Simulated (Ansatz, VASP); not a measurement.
# Cs2TlBiSe6: VASP beside Ansatz

The input POSCAR:

```
Cs2TlBiSe6
1.0
    0.0000000000      5.5319650000      5.5319650000
    5.5319650000      0.0000000000      5.5319650000
    5.5319650000      5.5319650000      0.0000000000
Tl Cs Se Bi
1 2 6 1
Direct
    0.5000000000      0.5000000000      0.5000000000
    0.2500000000      0.2500000000      0.2500000000
    0.7500000000      0.7500000000      0.7500000000
    0.7700000000      0.2300000000      0.2300000000
    0.2300000000      0.7700000000      0.2300000000
    0.2300000000      0.7700000000      0.7700000000
    0.7700000000      0.2300000000      0.7700000000
    0.2300000000      0.2300000000      0.7700000000
    0.7700000000      0.7700000000      0.2300000000
    0.0000000000      0.0000000000      0.0000000000
```

Contents of INCAR.step1:

```
ALGO = Normal ; EDIFF = 1E-4
ENCUT = 520 ; GGA = PE
ISMEAR = -1 ; LASPH = T
LCHARG = F ; LREAL = F
LWAVE = T ; NBANDS = 52
NELM = 80 ; PREC = Accurate
SIGMA = 0.1
```

File INCAR.step2:

```
ALGO = Normal ; EDIFF = 1E-6
ENCUT = 520 ; ISIF = 2
ISMEAR = -1 ; ISTART = 1
LASPH = T ; LCHARG = F
LMIXTAU = T ; LREAL = F
LWAVE = F ; METAGGA = R2SCAN
NBANDS = 52 ; NELM = 80
PREC = Accurate ; SIGMA = 0.1
```

Contents of KPOINTS:

```
k-points
0
Gamma
  3 3 3
```

Input for Ansatz:

```yaml
crystal:
  lattice:
    - [0.0, 5.531965, 5.531965]
    - [5.531965, 0.0, 5.531965]
    - [5.531965, 5.531965, 0.0]
  atoms:
    - { symbol: Tl, position: [0.5, 0.5, 0.5] }
    - { symbol: Cs, position: [0.25, 0.25, 0.25] }
    - { symbol: Cs, position: [0.75, 0.75, 0.75] }
    - { symbol: Se, position: [0.77, 0.23, 0.23] }
    - { symbol: Se, position: [0.23, 0.77, 0.23] }
    - { symbol: Se, position: [0.23, 0.77, 0.77] }
    - { symbol: Se, position: [0.77, 0.23, 0.77] }
    - { symbol: Se, position: [0.23, 0.23, 0.77] }
    - { symbol: Se, position: [0.77, 0.77, 0.23] }
    - { symbol: Bi, position: [0.0, 0.0, 0.0] }
  symmetry: { tolerance: 0.0003 }
kpoints:
  mp_grid: { grid: [3, 3, 3], shift: [0, 0, 0] }
magnetization:
  spin_polarized: false
scf:
  occupations: { method: fermi_dirac }
hamiltonian:
  pseudopotentials: { kind: paw }
  xc: r2scan
basis:
  ecutwfc: "500 eV"
output:
  forces: true
  stress: true
  eigenvalues: true
```

Alike in both runs: task single point; functional r2SCAN; k mesh 3 × 3 × 3; no spin polarisation.

|  | VASP | Ansatz |
| --- | --- | --- |
| version | VASP 6.6.1 | Ansatz 0.2.0 |
| potentials or method | VASP PAW PBE potentials, release 64 (Tl_d, Cs_sv, Se, Bi_d), cutoff 520 eV | PAW plane waves |
| occupations | fermi-dirac, width 0.1 eV | fermi-dirac |
| valence electrons in the cell | 82 | 142 |

VASP gave:

* gap on the k mesh at the Fermi level (eV): none
* pressure (GPa): 3.5
* rms of the force components (eV/Å): 0.914

Q: Which values does Ansatz return?

A: gap on the k mesh at the Fermi level (eV): none; pressure (GPa): 3.5; rms of the force components (eV/Å): 0.910.

VASP's potentials were made for PBE, not for r2SCAN. Atom by atom the forces differ by 0.004 eV/Å (rms over components). A gap of «none» marks a metal or a gap that the smearing closes. VASP's potentials hold 82 valence electrons a cell and Ansatz's 142, so a difference there can come from the potentials and not from the codes.

Spin-orbit coupling is off throughout.
